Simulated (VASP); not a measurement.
Set up this calculation in VASP 6.6.1, as the native input.

```yaml
Task: single point
Functional: PBE
Potentials_or_basis: VASP PAW PBE potentials, release 64 (Sc_sv, H)
Cutoff: 520 eV
k_mesh: 4 × 5 × 1
Occupations: gaussian, width 0.1 eV
Spin: no spin polarisation
Dipole_correction: yes
Further_INCAR_settings: ALGO = Normal; EDIFF = 1e-07; NBANDS = 54
```

The structure of Sc8H lies in POSCAR:

```
Sc8H
1.0
    6.6389479791      0.0000000000      0.0000000000
    0.0000000000      5.1626219083      0.0000000000
    0.0000000000      0.0000000000     19.1132872497
Sc H
8 1
Direct
    0.0000000000      0.7500000000      0.2092784955
    0.5000000000      0.7500000000      0.2092784955
    0.2500000000      0.2500000000      0.2594137541
    0.7500000000      0.2500000000      0.2594137541
    0.2500000000      0.7500000000      0.3452852846
    0.7500000000      0.7500000000      0.3452852846
    0.0000000000      0.2500000000      0.3983243254
    0.5000000000      0.2500000000      0.3983243254
    0.1875000000      0.7500000000      0.4476035658
```

One way to write it, as run:

INCAR

```
SYSTEM = Sc8H
  PREC = Accurate
  ENCUT = 520
  EDIFF = 1E-7
  ISMEAR = 0
  SIGMA = 0.1
  LREAL = .FALSE.
  LASPH = .TRUE.
  NELM = 60
  ALGO = Normal
  ISIF = 2
  LWAVE = .FALSE.
  LCHARG = .TRUE.
  LDIPOL = .TRUE.
  IDIPOL = 3
  DIPOL = 0.5 0.5 0.319
  GGA = PE
  LELF = .TRUE.
  LVHAR = .TRUE.
  LVACPOTAV = .TRUE.
  NBANDS = 54
```

KPOINTS

```
Automatic mesh
0
G
  4 5 1
  0 0 0
```

Potentials or basis: VASP PAW PBE potentials, release 64 (Sc_sv, H).

The run is started by

```bash
$ cat potpaw_PBE.64/Sc_sv/POTCAR potpaw_PBE.64/H/POTCAR > POTCAR
$ mpirun -np 1 vasp_std > vasp.out
```

It gave:

```
Largest force          : 0.362 eV/Å
Band gap on the k mesh : zero (an odd number of electrons rules out a gap without spin polarisation)
```

It took 8.9 min on 1 thread of Intel(R) Xeon(R) 6975P-C (Granite Rapids) (shared host), peak memory 0.71 GiB.
